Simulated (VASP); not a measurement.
The system is Cu3Te.

```
CELL_PARAMETERS angstrom
3.94666 0.00000 0.00000
0.00000 3.94666 0.00000
0.00000 0.00000 3.94666
ATOMIC_POSITIONS crystal
Cu 0.00000 0.50000 0.50000
Cu 0.50000 0.00000 0.50000
Cu 0.50000 0.50000 0.00000
Te 0.00000 0.00000 0.00000
```

Base run:

| Item | Value |
| --- | --- |
| Program | VASP 6.6.1 |
| Functional | revPBE |
| Potentials or basis | VASP PAW PBE potentials, release 64 (Cu, Te) |
| Cutoff | 600 eV |
| k mesh | 5 × 5 × 5 |
| Occupations | methfessel-paxton, width 0.05 eV |
| Spin | no spin polarisation |

Its results: band gap on the k mesh zero (an odd number of electrons rules out a gap without spin polarisation); pressure 4.4 GPa.

Question: The run is repeated on the same cell with these changes: functional from revPBE to RPBE. What comes out?

Answer: Band gap on the k mesh zero (an odd number of electrons rules out a gap without spin polarisation); pressure 5.4 GPa.

Caveats: the cell stands under pressure; the PAW data sets were made with another functional, which shifts forces and pressure a little; spin-orbit coupling is left out, which moves the levels of the heavy elements.
